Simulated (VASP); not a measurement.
Write the native input for VASP 6.6.1 that does the following.

```
Task                   : single point
Functional             : PBE
Potentials or basis    : VASP PAW PBE potentials, release 64 (Zn, S)
Cutoff                 : 520 eV
k mesh                 : 12 × 12 × 6
Occupations            : gaussian, width 0.05 eV
Spin                   : no spin polarisation
Dipole correction      : no
Further INCAR settings : ALGO = Normal; EDIFF = 1e-07; NBANDS = 26
```

The structure of ZnS lies in POSCAR:

```
ZnS
1.0
    3.6585588303      0.0000000000      0.0000000000
   -1.8292794152      3.1684048883      0.0000000000
    0.0000000000      0.0000000000      6.4833600000
Zn S
2 2
Direct
    0.3333333333      0.6666666667      0.0000000000
    0.6666666667      0.3333333333      0.5000000000
    0.3333333333      0.6666666667      0.3850000000
    0.6666666667      0.3333333333      0.8850000000
```

This cell differs from its parent crystal: strain -0.040 along x and y, +0.040 along z.

One way to write it, as run:

INCAR

```
SYSTEM = ZnS
PREC = Accurate
ENCUT = 520
EDIFF = 1E-7
ISMEAR = 0
SIGMA = 0.05
LREAL = .False.
LASPH = .True.
NELM = 60
ALGO = Normal
ISIF = 2
LWAVE = .False.
LCHARG = .False.
GGA = PE
NBANDS = 26
```

KPOINTS

```
Automatic mesh
0
Gamma
  12 12 6
  0 0 0
```

Potentials or basis: VASP PAW PBE potentials, release 64 (Zn, S).

The run is started by

```console
$ cat potpaw_PBE.64/Zn/POTCAR potpaw_PBE.64/S/POTCAR > POTCAR
$ mpirun -np 1 vasp_std > vasp.out
```

It gave:

```yaml
Pressure: 7.8 GPa
Largest_force: 0.791 eV/Å
Band_gap_on_the_k_mesh: 2.20 eV
```

Caveat: the cell differs from its parent crystal (strain -0.040 along x and y, +0.040 along z); the cell stands under pressure.

It took 2.8 min on 1 thread of Intel Xeon 8259CL (shared host), peak memory 0.27 GiB.
